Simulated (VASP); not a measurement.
# Na2N (I4/mcm) in VASP: further runs

Runs on Na2N. Level: PBE. Tasks: single point, relaxation of cell and atoms.

Everything below comes from runs of VASP 6.6.1. Logs are shortened: lines on timing, memory, paths and dates and some standing lists are left out, and cuts for length are marked.

## (1) The cell of the first run

It takes space group I4/mcm (No. 140, tetragonal). Conventional cell: a = 5.823 Å, b = 5.823 Å, c = 5.761 Å, α = 90.00°, β = 90.00°, γ = 90.00°. Within 3.3 Å of Na (site symmetry m2m) lie 4 N at 2.52 Å and 6 Na at 2.90 to 2.92 Å. Within 3.3 Å of N (site symmetry 422) lie 8 Na at 2.52 Å and 2 N at 2.88 Å.

## (2) Single point, PBE, collinear spin, ferromagnetic start

INCAR

```
SYSTEM = Na2N
PREC     = Accurate       ! precision mode
ENCUT    = 520            ! plane-wave cutoff, eV
EDIFF    = 1E-6           ! SCF threshold, eV
ISMEAR   = 0              ! smearing method
SIGMA    = 0.1            ! smearing width, eV
LREAL    = .False.        ! projectors in reciprocal space
LASPH    = .True.         ! aspherical terms in the spheres
NELM     = 150            ! most SCF steps
ALGO     = Normal         ! electronic algorithm
ISIF     = 2              ! what is computed and relaxed
LWAVE    = .False.        ! write WAVECAR
LCHARG   = .False.        ! write CHGCAR
ISPIN    = 2              ! spin polarisation
MAGMOM   = 0 0 0 0 0.31 0.31 ! initial moments
LORBIT   = 11             ! projections on sites
GGA      = PE             ! functional
NBANDS   = 32             ! bands
```

KPOINTS

```
regular mesh
0
Gamma
  4 4 4
  0 0 0
```

POSCAR

```
Na2N
1.0
   -2.9114987683      2.9114987683      2.8804870040
    2.9114987683     -2.9114987683      2.8804870040
    2.9114987683      2.9114987683     -2.8804870040
Na N
4 2
Direct
    0.7274706950      0.2274706950      0.9549413900
    0.2274706950      0.2725293050      0.5000000000
    0.2725293050      0.7725293050      0.0450586100
    0.7725293050      0.7274706950      0.5000000000
    0.2500000000      0.2500000000      0.0000000000
    0.7500000000      0.7500000000      0.0000000000
```

Potentials or basis: VASP PAW PBE potentials, release 64 (Na_pv, N).

On the command line:

```console
$ cat potpaw_PBE.64/Na_pv/POTCAR potpaw_PBE.64/N/POTCAR > POTCAR
$ mpirun -np 1 vasp_std > vasp.out
```

OUTCAR:

```text
SYSTEM = Na2N
   PREC = Accurate
   ENCUT = 520
   EDIFF = 1E-6
   ISMEAR = 0
   LREAL = .False.
   LASPH = .True.
   NELM = 150
   ISIF = 2
   ISPIN = 2
   LORBIT = 11
   GGA = PE

 ion  position               nearest neighbor table
   1  0.727  0.227  0.955-
   2  0.227  0.273  0.500-
   3  0.273  0.773  0.045-
   4  0.773  0.727  0.500-
   5  0.250  0.250  0.000-
   6  0.750  0.750  0.000-

  LATTYP: Found a body centered tetragonal cell.
 ALAT       =     5.8229975366
 C/A-ratio  =     0.9893485223

  Lattice vectors:

 A1 = (  -2.9114987683,   2.9114987683,   2.8804870040)
 A2 = (   2.9114987683,  -2.9114987683,   2.8804870040)
 A3 = (   2.9114987683,   2.9114987683,  -2.8804870040)

Analysis of symmetry for initial positions (statically):
=====================================================================
 Subroutine PRICEL returns:
 Original cell was already a primitive cell.

 Routine SETGRP: Setting up the symmetry group for a
 body centered tetragonal supercell.

 Subroutine GETGRP returns: Found 16 space group operations
 (whereof  8 operations were pure point group operations)
 out of a pool of 16 trial point group operations.

The static configuration has the point symmetry C_4h.
 The point group associated with its full space group is D_4h.

Analysis of symmetry for dynamics (positions and initial velocities):
=====================================================================
 Subroutine PRICEL returns:
 Original cell was already a primitive cell.

 Routine SETGRP: Setting up the symmetry group for a
 body centered tetragonal supercell.

 Subroutine GETGRP returns: Found 16 space group operations
 (whereof  8 operations were pure point group operations)
 out of a pool of 16 trial point group operations.

The dynamic configuration has the point symmetry C_4h.
 The point group associated with its full space group is D_4h.

Analysis of structural, dynamic, and magnetic symmetry:
=====================================================================
 Subroutine PRICEL returns:
 Original cell was already a primitive cell.

 Routine SETGRP: Setting up the symmetry group for a
 body centered tetragonal supercell.

 Subroutine GETGRP returns: Found 16 space group operations
 (whereof  8 operations were pure point group operations)
 out of a pool of 16 trial point group operations.

The overall configuration has the point symmetry C_4h.
 The point group associated with its full space group is D_4h.

 Subroutine INISYM returns: Found 16 space group operations
 (whereof  8 operations are pure point group operations),
 and found     1 'primitive' translations

----------------------------------------------------------------------------------------

                                     Primitive cell

  volume of cell :      97.6695

  direct lattice vectors                    reciprocal lattice vectors
    -2.911498768  2.911498768  2.880487004     0.000000000  0.171732856  0.173581759
     2.911498768 -2.911498768  2.880487004     0.171732856  0.000000000  0.173581759
     2.911498768  2.911498768 -2.880487004     0.171732856  0.171732856  0.000000000

  length of vectors
     5.025022939  5.025022939  5.025022939     0.244177806  0.244177806  0.242866935

  position of ions in fractional coordinates (direct lattice)
     0.727470695  0.227470695  0.954941390
     0.227470695  0.272529305  0.500000000
     0.272529305  0.772529305  0.045058610
     0.772529305  0.727470695  0.500000000
     0.250000000  0.250000000  0.000000000
     0.750000000  0.750000000  0.000000000

  ion indices of the primitive-cell ions
   primitive index   ion index
                 1           1
                 2           2
                 3           3
                 4           4
                 5           5
                 6           6

[... 33 lines left out ...]
 -0.250000  0.250000  0.000000      4.000000
  0.500000  0.500000 -0.000000      2.000000
  0.250000  0.250000  0.250000      2.000000
 -0.250000  0.250000  0.250000      4.000000
  0.500000  0.500000  0.250000      4.000000
 -0.250000  0.500000  0.250000      8.000000
 -0.250000 -0.250000  0.250000      2.000000
  0.500000  0.500000  0.500000      1.000000
   k-points           NKPTS =     13   k-points in BZ     NKDIM =     13   number of bands    NBANDS=     32
   number of dos      NEDOS =    301   number of ions     NIONS =      6
   total plane-waves  NPLWV =  64000
   dimension x,y,z NGX =    40 NGY =   40 NGZ =   40
   dimension x,y,z NGXF=    80 NGYF=   80 NGZF=   80
   ions per type =               4   2
   NGX,Y,Z   is equivalent  to a cutoff of  13.23, 13.23, 13.23 a.u.
   NGXF,Y,Z  is equivalent  to a cutoff of  26.47, 26.47, 26.47 a.u.
 SYSTEM =  Na2N
   PREC   = accura    normal or accurate (medium, high low for compatibility)
   ISTART =      0    job   : 0-new  1-cont  2-samecut
   ICHARG =      2    charge: 1-file 2-atom 10-const
   ISPIN  =      2    spin polarized calculation?
   LNONCOLLINEAR =      F non collinear calculations
   LSORBIT =      F    spin-orbit coupling
   LASPH  =      T    aspherical Exc in radial PAW
   ENCUT  =  520.0 eV  38.22 Ry    6.18 a.u.   9.34  9.34  9.34*2*pi/ulx,y,z
   NELM   =    150;   NELMIN=  2; NELMDL= -5     # of ELM steps
   EDIFF  = 0.1E-05   stopping-criterion for ELM
   LREAL  =      F    real-space projection
   EDIFFG = 0.1E-04   stopping-criterion for IOM
   NSW    =      0    number of steps for IOM
   IBRION =     -1    ionic relax: 0-MD 1-quasi-New 2-CG
   NFREE  =      0    steps in history (QN), initial steepest desc. (CG)
   ISIF   =      2    stress and relaxation
   ISYM   =      2    0-nonsym 1-usesym 2-fastsym
   POTIM  = 0.5000    time-step for ionic-motion
   TEBEG  =    0.0;   TEEND  =   0.0 temperature during run
   PSTRESS=    0.0 pullay stress
   NELECT =      38.0000    total number of electrons
   NUPDOWN=      -1.0000    fix difference up-down
   EMIN   =  10.00;   EMAX   =-10.00  energy-range for DOS
   EFERMI =   0.00;   METHOD = LEGACY
   ISMEAR =     0;   SIGMA  =   0.10  broadening in eV -4-tet -1-fermi 0-gaus
   EFERMI_NEDOS =   21; number of points for ismear=-14 and -15
   IALGO  =     38    algorithm
   IMIX   =      4    mixing-type and parameters
     AMIX     =   0.40;   BMIX     =  1.00
     AMIX_MAG =   1.60;   BMIX_MAG =  1.00
  volume/ion in A,a.u.               =      16.28       109.85
  Fermi-wavevector in a.u.,A,eV,Ry     =   1.195133  2.258474 19.433792  1.428343
  Thomas-Fermi vector in A             =   2.331106
   LORBIT       =     11    0 simple, 1 ext, 2 COOP (PROOUT), +10 PAW based schemes
   GGA     = PE    functional components
   LHFCALC =     F    Hartree Fock is set to
   AEXX    =    0.0000 exact exchange contribution
   IVDW    =     0    specifies the selected vdW correction
   LEPSILON=     F    determine dielectric tensor
   LRPA    =     F    only Hartree local field effects (RPA)
 spin polarized calculation
 Gauss-broadening in eV      SIGMA  =   0.10
  energy-cutoff  :      520.00
  volume of cell :       97.67
 maximum number of plane-waves:      2656
 NGX is ok and might be reduce to    40
   NGX = 19   NGY = 19   NGZ = 19

 number of electron      37.9999998 magnetization       0.4987568

 Free energy of the ion-electron system (eV)
  ---------------------------------------------------
  ext. energy  EPLUGINS =         0.00000000
  ---------------------------------------------------
  free energy    TOTEN  =       -18.66479038 eV

  energy without entropy =      -18.64878742  energy(sigma->0) =      -18.65678890

 E-fermi :   1.2651     XC(G=0):  -8.5926

 val. band max:        1.2609577328   @ k =  -0.2500   0.5000   0.2500
 cond. band min:       1.2934820724   @ k =  -0.2500   0.2500   0.0000
 fundamental gap:      0.0325243396
 Fermi energy:         1.2650893390

 spin component 1

 k-point     1 :       0.0000    0.0000    0.0000
  band No.  band energies     occupation
      1     -22.0362      1.00000
      2     -21.9763      1.00000
      3     -21.9763      1.00000
      4     -21.8867      1.00000
      5     -21.8867      1.00000
      6     -21.8380      1.00000
[... 431 lines left out ...]
     30      13.4939      0.00000
     31      13.4939      0.00000
 Fermi energy:         1.2650893390

 spin component 2

 k-point     1 :       0.0000    0.0000    0.0000
  band No.  band energies     occupation
      1     -22.0421      1.00000
      2     -21.9813      1.00000
      3     -21.9813      1.00000
      4     -21.8893      1.00000
      5     -21.8893      1.00000
      6     -21.8430      1.00000
[... 431 lines left out ...]
     30      13.5017      0.00000
     31      13.5018      0.00000
 [bands above 31 left out]

------------------------ aborting loop because EDIFF is reached ----------------------------------------

  FORCE on cell =-STRESS in cart. coord.  units (eV):
  Direction    XX          YY          ZZ          XY          YZ          ZX
  --------------------------------------------------------------------------------------
  -------------------------------------------------------------------------------------
  Total        0.0968696      0.0968696      0.0282490      0.0000000     -0.0000000      0.0000000
  in kB        1.5890551      1.5890551      0.4633990      0.0000000     -0.0000000      0.0000000
  external PRESSURE =       1.2138364 kB  Pullay stress =       0.0000000 kB

 VOLUME and BASIS-vectors are now :
 -----------------------------------------------------------------------------
  energy-cutoff  :      520.00
  volume of cell :       97.67
      direct lattice vectors                 reciprocal lattice vectors
    -2.911498768  2.911498768  2.880487004     0.000000000  0.171732856  0.173581759
     2.911498768 -2.911498768  2.880487004     0.171732856  0.000000000  0.173581759
     2.911498768  2.911498768 -2.880487004     0.171732856  0.171732856  0.000000000

 POSITION                                       TOTAL-FORCE (eV/Angst)
 -----------------------------------------------------------------------------------
      1.32456      4.23606      0.00000         0.002103      0.002103      0.000000
      1.58694      1.32456      0.00000        -0.002103      0.002103      0.000000
      1.58694     -1.32456      2.88049        -0.002103     -0.002103     -0.000000
      1.32456      1.58694      2.88049         0.002103     -0.002103     -0.000000
      0.00000      0.00000      1.44024         0.000000      0.000000     -0.000000
      0.00000      0.00000      4.32073         0.000000      0.000000     -0.000000
 -----------------------------------------------------------------------------------
    total drift:                                0.000000     -0.000000      0.000000

  FREE ENERGIE OF THE ION-ELECTRON SYSTEM (eV)
  ---------------------------------------------------
  free  energy   TOTEN  =       -18.6647903844 eV

  energy  without entropy=      -18.6487874237  energy(sigma->0) =      -18.65678890

 total charge

# of ion       s       p       d       tot
------------------------------------------
    1        0.089   6.000   0.000   6.089
    2        0.089   6.000   0.000   6.089
    3        0.089   6.000   0.000   6.089
    4        0.089   6.000   0.000   6.089
    5        1.289   2.169   0.000   3.458
    6        1.289   2.169   0.000   3.458
--------------------------------------------------
tot          2.935  28.335   0.000  31.270

 magnetization (x)

# of ion       s       p       d       tot
------------------------------------------
    1       -0.004  -0.001   0.000  -0.005
    2       -0.004  -0.001   0.000  -0.005
    3       -0.004  -0.001   0.000  -0.005
    4       -0.004  -0.001   0.000  -0.005
    5        0.003   0.184   0.000   0.187
    6        0.003   0.184   0.000   0.187
--------------------------------------------------
tot         -0.009   0.364   0.000   0.355
```

Wall time 45 s (1 thread of Intel Xeon 6975P-C (Granite Rapids), shared host); peak memory 0.3 GiB.

What came out:

* Free energy: -18.6648 eV
* Pressure: 0.1 GPa
* Net moment: 0.50 μB per cell
* Site moments: Na -0.01; N +0.19 μB
* Valence electrons inside the program's atomic spheres: Na 6.09; N 3.46

Forces on the atoms (eV/Å):
```
Na   0.002  0.002  0.000
Na  -0.002  0.002  0.000
Na  -0.002 -0.002  0.000
Na   0.002 -0.002  0.000
N    0.000  0.000  0.000
N    0.000  0.000  0.000
```

Levels at points of the mesh, in eV from the Fermi level:
Spin up:
| k point | band 15 | band 16 | band 17 | band 18 | band 19 | band 20 | band 21 | band 22 | band 23 | band 24 |
| --- | --- | --- | --- | --- | --- | --- | --- | --- | --- | --- |
| (0.00, 0.00, 0.00) | -1.79 | -0.82 | -0.82 | -0.60 | -0.60 | 0.14 | 1.40 | 5.09 | 5.90 | 7.68 |
| (0.50, 0.00, 0.00) | -1.34 | -1.34 | -0.95 | -0.95 | -0.46 | -0.46 | 2.84 | 2.84 | 7.02 | 7.02 |
| (0.50, 0.50, 0.00) | -2.53 | -2.05 | -0.88 | -0.69 | -0.14 | 1.39 | 2.97 | 4.44 | 4.62 | 6.27 |
| (0.50, 0.50, 0.50) | -2.39 | -1.90 | -1.90 | -0.24 | -0.24 | 1.36 | 1.52 | 4.27 | 5.06 | 7.11 |
Spin down:
| k point | band 17 | band 18 | band 19 | band 20 | band 21 | band 22 |
| --- | --- | --- | --- | --- | --- | --- |
| (0.00, 0.00, 0.00) | -0.44 | -0.21 | -0.21 | 0.03 | 1.57 | 4.92 |
| (0.50, 0.00, 0.00) | -0.59 | -0.59 | -0.30 | -0.30 | 2.84 | 2.84 |
| (0.50, 0.50, 0.00) | -0.55 | -0.30 | 0.30 | 1.55 | 3.02 | 4.46 |
| (0.50, 0.50, 0.50) | -1.61 | 0.18 | 0.18 | 1.35 | 1.53 | 4.17 |

Caveat: the k points lie up to 0.38 Å⁻¹ apart.

(Continued in part 2 of 2.)
